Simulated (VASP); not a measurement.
A run of VASP 6.6.1 is set up as follows.

INCAR

```
SYSTEM = Si16O
  ALGO = Normal
  EDIFF = 1E-6
  ENCUT = 520
  GGA = PE
  ISIF = 2
  ISMEAR = 0
  LASPH = .TRUE.
  LCHARG = .FALSE.
  LREAL = Auto
  LWAVE = .FALSE.
  NBANDS = 49
  NELM = 80
  PREC = Accurate
  SIGMA = 0.02
```

KPOINTS

```
k-points
0
G
  2 2 2
  0 0 0
```

The input POSCAR:

```
Si16O
1.0
    0.0000000000      5.4700937548     -5.4700937548
    5.4700937548      5.4700937548      0.0000000000
    5.4700937548      0.0000000000     -5.4700937548
Si O
16 1
Direct
    0.1283349119      0.1255223458      0.1247183377
    0.1148906268      0.6238018310      0.1218543100
    0.6123236914      0.0850429665      0.1301836919
    0.6094454043      0.6016592489      0.1188973223
    0.1395402957      0.1238401992      0.6256932063
    0.1226711150      0.6273405272      0.6252816959
    0.6335109882      0.1308483057      0.6599152888
    0.6270197832      0.6280987409      0.6194870055
    0.2356320673      0.7493627502      0.2510661721
    0.2473891784      0.2503068615      0.2495138221
    0.7414623372      0.7149063024      0.2440668405
    0.7633408470      0.2444643657      0.2899056344
    0.2523050905      0.7496930919      0.7477691761
    0.2600889608      0.2532943789      0.7512054060
    0.7479802328      0.7553380591      0.7469281484
    0.7656419959      0.2561446956      0.7728833708
   -0.3115373477      0.0677217826      0.3063981305
```

Potentials or basis: VASP PAW PBE potentials, release 64 (Si, O).

The run is started by

```bash
$ cat potpaw_PBE.64/Si/POTCAR potpaw_PBE.64/O/POTCAR > POTCAR
$ mpirun -np 1 vasp_std > vasp.out
```

(1) Estimate the pressure.

(2) Estimate the band gap on the k mesh.

(3) Estimate the largest force.

## Answers

(1) 2.4 GPa.

(2) 0.51 eV.

(3) 0.058 eV/Å.

Caveat: the k points lie up to 0.50 Å⁻¹ apart.
